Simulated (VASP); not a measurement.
# AlGa3N2 (P4/mmm) in VASP: a series of runs, part 2 of 2

VASP 6.6.1. The steps go on from the part before.

### 4 Single point, PBE

This run uses another cell than the first one, of 14.13 Å³/atom, 1.003 times its volume.

Contents of INCAR:

```
PREC     = Accurate       # precision mode
ENCUT    = 520            # plane-wave cutoff, eV
EDIFF    = 1E-6           # SCF threshold, eV
ISMEAR   = 0              # smearing method
SIGMA    = 0.1            # smearing width, eV
LREAL    = F              # projectors in reciprocal space
LASPH    = T              # aspherical terms in the spheres
NELM     = 60             # most SCF steps
ALGO     = Normal         # electronic algorithm
ISIF     = 2              # what is computed and relaxed
LWAVE    = F              # write WAVECAR
LCHARG   = T              # write CHGCAR
GGA      = PE             # functional
LELF     = T              # ELF
LVHAR    = T            
NBANDS   = 35             # bands
```

Contents of KPOINTS:

```
Automatic mesh
0
Gamma
  14 14 4
```

Contents of POSCAR:

```
AlGa3N2
1.0
    2.8987950749      0.0000000000      0.0000000000
    0.0000000000      2.8987950749      0.0000000000
    0.0000000000      0.0000000000     10.0928050396
Al Ga N
1 3 2
Direct
    0.5000000000      0.5000000000      0.5000000000
    0.0000000000      0.0000000000      0.0000000000
    0.0000000000      0.0000000000      0.7463389344
    0.0000000000      0.0000000000      0.2536610656
    0.5000000000      0.5000000000      0.6867033240
    0.5000000000      0.5000000000      0.3132966760
```

Run with:

```sh
cat potpaw_PBE.64/Al/POTCAR potpaw_PBE.64/Ga_d/POTCAR potpaw_PBE.64/N/POTCAR > POTCAR
mpirun -np 1 vasp_std > vasp.out
```

Run time: 2.2 min. Hardware: 1 thread of Intel Xeon 6975P-C (Granite Rapids), shared host; peak memory 0.39 GiB.

Results (log left out):

| Quantity | Value |
| --- | --- |
| Free energy | -28.2786 eV |
| Pressure | 0.3 GPa |
| Largest force | 0.022 eV/Å |
| Band gap on the k mesh | zero (band 26 reaches 6.34 eV, above the bottom of band 27 at 4.89 eV) |

Forces on the atoms (eV/Å):
```
Al   0.000  0.000  0.000
Ga   0.000  0.000  0.000
Ga   0.000  0.000  0.015
Ga   0.000  0.000 -0.015
N    0.000  0.000 -0.022
N    0.000  0.000  0.022
```

Stress tensor (GPa, compression positive):
```
0.33 0.00 0.00
0.00 0.33 0.00
0.00 0.00 0.15
```

Levels at points of the mesh, in eV from the Fermi level:
| k point | band 22 | band 23 | band 24 | band 25 | band 26 | band 27 | band 28 | band 29 | band 30 | band 31 |
| --- | --- | --- | --- | --- | --- | --- | --- | --- | --- | --- |
| (0.00, 0.00, 0.00) | -1.96 | -1.96 | -1.89 | -1.89 | -1.55 | 1.86 | 2.47 | 4.61 | 7.38 | 8.22 |
| (0.50, 0.00, 0.00) | -3.91 | -2.14 | -1.48 | -1.28 | -0.68 | -0.65 | 1.57 | 3.89 | 3.91 | 6.66 |
| (0.50, 0.50, 0.00) | -3.24 | -2.88 | -2.52 | -1.80 | -0.36 | 0.25 | 0.25 | 1.69 | 1.69 | 2.75 |
| (0.00, 0.00, 0.50) | -1.95 | -1.95 | -1.89 | -1.89 | 0.06 | 0.56 | 3.13 | 4.54 | 7.38 | 8.29 |
| (0.50, 0.00, 0.50) | -4.16 | -2.74 | -1.80 | -0.68 | -0.65 | 0.46 | 1.09 | 2.69 | 4.79 | 5.78 |
| (0.50, 0.50, 0.50) | -3.23 | -2.81 | -2.53 | -2.05 | 0.42 | 0.47 | 0.47 | 1.30 | 1.30 | 1.36 |

### 5 Relaxation of cell and atoms, PBE

This run uses another cell than the first one, of 17.58 Å³/atom, 1.247 times its volume.

Contents of INCAR:

```
SYSTEM = AlGa3N2
  PREC = Accurate
  ENCUT = 600
  EDIFF = 1E-7
  ISMEAR = 0
  SIGMA = 0.1
  LREAL = .False.
  LASPH = .True.
  NELM = 100
  ALGO = Normal
  ISIF = 3
  LWAVE = .False.
  LCHARG = .False.
  GGA = PE
  IBRION = 2
  NSW = 90
  EDIFFG = -0.04
```

Contents of KPOINTS:

```
regular mesh
0
Gamma
  6 6 2
  0 0 0
```

Contents of POSCAR:

```
AlGa3N2
1.0
    3.1599091300      0.0000000000      0.0000000000
    0.0000000000      3.1599091300      0.0000000000
    0.0000000000      0.0000000000     10.5629680300
Al Ga N
1 3 2
Direct
    0.5000000000      0.5000000000      0.5000000000
    0.0000000000      0.0000000000      0.0000000000
    0.0000000000      0.0000000000      0.7145522800
    0.0000000000      0.0000000000      0.2854477200
    0.5000000000      0.5000000000      0.8473602500
    0.5000000000      0.5000000000      0.1526397500
```

Run with:

```sh
cat potpaw_PBE.64/Al/POTCAR potpaw_PBE.64/Ga_d/POTCAR potpaw_PBE.64/N/POTCAR > POTCAR
mpirun -np 1 vasp_std > vasp.out
```

Wall time 32 min (1 thread of Intel Xeon 6975P-C (Granite Rapids), shared host); peak memory 0.3 GiB.

The run converged. Its results:

```yaml
Free_energy: -28.2933 eV
Relaxed_volume: 14.10 Å³/atom
Relaxed_cell: a = 2.900 Å, b = 2.900 Å, c = 10.064 Å, α = 90.00°, β = 90.00°, γ = 90.00°
Space_group_after_relaxing_to_0.05_Å: P4/mmm (No. 123)
Energy_gained_by_relaxing: 918.5 meV/atom
Ionic_steps: 58
Pressure_after_relaxing: -0.1 GPa
Largest_force_after_relaxing: 0.011 eV/Å
Band_gap_on_the_k_mesh: zero (band 26 reaches 6.43 eV, above the bottom of band 27 at 5.05 eV)
```

Forces in eV/Å, atoms in the order of the input:
```
Al   0.000  0.000  0.000
Ga   0.000  0.000  0.000
Ga   0.000  0.000 -0.011
Ga   0.000  0.000  0.011
N    0.000  0.000 -0.010
N    0.000  0.000  0.010
```

Stress tensor (GPa, compression positive):
```
-0.07  0.00  0.00
 0.00 -0.07  0.00
 0.00  0.00 -0.22
```

Step by step:
```csv
step,energy change (eV),largest force (eV/Å),pressure (GPa),volume (Å³)
1,0.0000,1.1201,-15.82,105.47
3,-2.2050,0.4812,-0.17,75.52
5,-2.2327,0.2397,0.87,75.19
7,-2.2439,0.3289,2.34,76.07
9,-2.2698,0.2265,1.11,76.58
11,-2.3699,0.8603,-3.03,84.19
13,-2.5846,0.8962,-5.61,95.10
15,-2.6904,0.7824,-4.81,98.29
17,-3.0744,0.3971,-5.05,110.70
19,-3.1187,0.2659,-4.45,107.97
21,-3.2141,0.2969,-0.25,102.54
23,-3.2183,0.2949,0.10,102.14
25,-3.2526,0.2875,0.03,101.96
27,-3.3816,0.2342,-0.38,101.21
29,-3.8943,0.3853,-2.39,98.24
31,-3.9029,0.3698,-2.38,98.13
33,-4.1379,0.3745,-2.75,97.07
35,-4.2061,0.4884,-1.79,96.56
37,-4.2347,0.4374,-1.16,96.23
39,-4.2410,0.5632,-0.59,96.03
41,-4.2866,0.5183,-0.89,95.99
43,-4.4640,0.3063,-2.03,95.79
45,-4.9185,0.4684,-4.81,94.41
47,-5.0091,0.7630,-5.58,93.36
49,-5.2030,1.1009,0.95,85.97
51,-5.4344,0.3209,2.00,84.00
53,-5.4939,0.2546,-0.89,85.23
55,-5.5090,0.0644,0.38,84.13
57,-5.5102,0.0645,-0.25,84.62
58,-5.5108,0.0114,-0.12,84.61
```

Final structure:
```
CELL_PARAMETERS angstrom
2.89952 0.00000 0.00000
0.00000 2.89952 0.00000
0.00000 0.00000 10.06381
ATOMIC_POSITIONS crystal
Al 0.50000 0.50000 0.50000
Ga 0.00000 0.00000 0.00000
Ga 0.00000 0.00000 0.74526
Ga 0.00000 0.00000 0.25474
N 0.50000 0.50000 0.68823
N 0.50000 0.50000 0.31177
```

Levels at points of the mesh, in eV from the Fermi level:
```csv
k point,band 24,band 25,band 26,band 27,band 28,band 29
"(0.00, 0.00, 0.00)",-1.96,-1.96,-1.54,1.83,2.44,4.64
"(0.50, 0.00, 0.00)",-1.48,-1.28,-0.72,-0.68,1.55,3.92
"(0.50, 0.50, 0.00)",-2.55,-1.84,-0.42,0.18,0.18,1.68
"(0.00, 0.00, 0.50)",-1.96,-1.96,0.08,0.52,3.07,4.58
"(0.50, 0.00, 0.50)",-1.88,-0.72,-0.68,0.47,1.08,2.72
"(0.50, 0.50, 0.50)",-2.56,-2.10,0.37,0.38,0.38,1.32
```

Caveat: the volume moved by over 15 % at a fixed basis, so the end points are rough.

### 6 Single point, PBE, collinear spin, ferromagnetic start

Contents of INCAR:

```
SYSTEM = AlGa3N2
  ALGO = Normal
  EDIFF = 1E-6
  ENCUT = 520
  GGA = PE
  ISIF = 2
  ISMEAR = 0
  ISPIN = 2
  LASPH = .True.
  LCHARG = .False.
  LORBIT = 11
  LREAL = .False.
  LWAVE = .False.
  MAGMOM = 0 0 0 0 1 1
  NBANDS = 39
  NELM = 150
  PREC = Accurate
  SIGMA = 0.1
```

Contents of KPOINTS:

```
k-points
0
Gamma
  6 6 2
  0 0 0
```

Contents of POSCAR:

```
AlGa3N2
1.0
    2.8991741262      0.0000000000      0.0000000000
    0.0000000000      2.8991741262      0.0000000000
    0.0000000000      0.0000000000     10.0611788085
Al Ga N
1 3 2
Direct
    0.5000000000      0.5000000000      0.5000000000
    0.0000000000      0.0000000000      0.0000000000
    0.0000000000      0.0000000000      0.7449933371
    0.0000000000      0.0000000000      0.2550066629
    0.5000000000      0.5000000000      0.6882550451
    0.5000000000      0.5000000000      0.3117449549
```

Potentials or basis: VASP PAW PBE potentials, release 64 (Al, Ga_d, N).

Run with:

```sh
cat potpaw_PBE.64/Al/POTCAR potpaw_PBE.64/Ga_d/POTCAR potpaw_PBE.64/N/POTCAR > POTCAR
mpirun -np 1 vasp_std > vasp.out
```

Wall time 88 s (1 thread of Intel Xeon 6975P-C (Granite Rapids), shared host); peak memory 0.3 GiB.

The run converged. Its results:

```
Free energy                                           : -28.2722 eV
Pressure                                              : 0.0 GPa
Largest force                                         : 0.018 eV/Å
Band gap on the k mesh                                : zero (filled and empty bands overlap)
Net moment                                            : 0.00 μB per cell
Valence electrons inside the program's atomic spheres : Al 0.78; Ga 11.55, 11.58; N 3.70
```

Forces in eV/Å, atoms in the order of the input:
```
Al   0.000  0.000  0.000
Ga   0.000  0.000  0.000
Ga   0.000  0.000  0.012
Ga   0.000  0.000 -0.012
N    0.000  0.000 -0.018
N    0.000  0.000  0.018
```

Stress tensor (GPa, compression positive):
```
 0.08  0.00  0.00
 0.00  0.08  0.00
 0.00  0.00 -0.06
```

Levels at points of the mesh, in eV from the Fermi level:
Spin up:
```
           k point  band 23  band 24  band 25  band 26  band 27  band 28  band 29  band 30
(0.00, 0.00, 0.00)    -2.03    -1.97    -1.97    -1.54     1.82     2.44     4.64     7.38
(0.50, 0.00, 0.00)    -2.22    -1.47    -1.28    -0.72    -0.69     1.55     3.93     3.96
(0.50, 0.50, 0.00)    -2.94    -2.55    -1.84    -0.43     0.18     0.18     1.67     1.67
(0.00, 0.00, 0.50)    -2.03    -1.97    -1.97     0.08     0.52     3.06     4.59     7.39
(0.50, 0.00, 0.50)    -2.74    -1.88    -0.72    -0.69     0.47     1.08     2.72     4.83
(0.50, 0.50, 0.50)    -2.88    -2.56    -2.10     0.36     0.38     0.38     1.32     1.32
```
Spin down:
```
           k point  band 24  band 25  band 26  band 27  band 28  band 29
(0.00, 0.00, 0.00)    -1.97    -1.97    -1.54     1.82     2.44     4.64
(0.50, 0.00, 0.00)    -1.47    -1.28    -0.72    -0.69     1.55     3.93
(0.50, 0.50, 0.00)    -2.55    -1.84    -0.43     0.18     0.18     1.67
(0.00, 0.00, 0.50)    -1.97    -1.97     0.08     0.52     3.06     4.59
(0.50, 0.00, 0.50)    -1.88    -0.72    -0.69     0.47     1.08     2.72
(0.50, 0.50, 0.50)    -2.56    -2.10     0.36     0.38     0.38     1.32
```

Caveat: the k points lie up to 0.36 Å⁻¹ apart.

### 7 Summary

```tsv
task	spin	cell	k mesh	cutoff (eV)	gap on the mesh (eV)	pressure (GPa)	largest force (eV/Å)
single point	off	a = 2.899, b = 2.899, c = 10.061 Å, 6 atoms	6 × 6 × 2	520	none	0.1	0.02
single point	off	a = 3.160, b = 3.160, c = 10.563 Å, 6 atoms	6 × 6 × 2	520	none	-15.7	1.12
single point	off	a = 2.899, b = 2.899, c = 10.093 Å, 6 atoms	14 × 14 × 4	520	none	0.3	0.02
relaxation of cell and atoms	off	relaxed from a = 3.160, b = 3.160, c = 10.563 Å, 6 atoms	6 × 6 × 2	600	none	-0.1	0.01
single point	collinear, ferromagnetic start	a = 2.899, b = 2.899, c = 10.061 Å, 6 atoms	6 × 6 × 2	520	none	0.0	0.02
```

Alike in all rows: level PBE; potentials or basis VASP PAW PBE potentials, release 64 (Al, Ga_d, N); smearing gaussian 0.1 eV.

Caveats: some runs use coarse meshes; forces of over 1 eV/Å act on the atoms, so gaps and moduli don't describe the material at rest (some runs); the volume moved by over 15 % at a fixed basis, so the end points are rough (some runs).

Absolute energies hang on the potentials; compare differences alone.
